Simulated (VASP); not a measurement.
A run of VASP 6.6.1 is set up as follows.

Contents of POSCAR:

```
SnSe
1.0
    0.0000000000      3.3908400000      3.3908400000
    3.3908400000      0.0000000000      3.3908400000
    3.3908400000      3.3908400000      0.0000000000
Sn Se
1 1
Direct
    0.0000000000      0.0000000000      0.0000000000
    0.7500000000      0.7500000000      0.7500000000
```

The input INCAR.step1:

```
SYSTEM = SnSe
PREC = Accurate
ENCUT = 520
EDIFF = 1E-5
ISMEAR = -1
SIGMA = 0.05
LREAL = .False.
LASPH = .True.
NELM = 100
ALGO = Normal
ISIF = 2
LWAVE = .True.
NBANDS = 17
GGA = PE
```

The input INCAR.step2:

```
SYSTEM = SnSe
PREC = Accurate
ENCUT = 520
EDIFF = 1E-7
ISMEAR = -1
SIGMA = 0.05
LREAL = .False.
LASPH = .True.
NELM = 100
ALGO = Normal
ISIF = 2
LWAVE = .False.
LCHARG = .True.
METAGGA = R2SCAN
LHFCALC = .True.
AEXX = 0.15
LMIXTAU = .True.
PRECFOCK = Normal
LELF = .True.
LVHAR = .True.
NBANDS = 17
ISTART = 1
```

Contents of KPOINTS:

```
Automatic mesh
0
Gamma
  4 4 4
  0 0 0
```

Potentials or basis: VASP PAW PBE potentials, release 64 (Sn_d, Se).

The run is started by

```bash
$ cat potpaw_PBE.64/Sn_d/POTCAR potpaw_PBE.64/Se/POTCAR > POTCAR
$ cp INCAR.step1 INCAR
$ mpirun -np 1 vasp_std > vasp.out
$ cp INCAR.step2 INCAR
$ mpirun -np 1 vasp_std > vasp.out
```

**Question.** Predict the band gap on the k mesh.

**Answer.** 0.69 eV (least direct gap 1.39 eV).

**Question.** Estimate the pressure.

**Answer.** -1.1 GPa.

Caveat: the PAW data sets were made with another functional, which shifts forces and pressure a little; spin-orbit coupling is left out, which moves the levels of the heavy elements. A k mesh can miss the band edges.
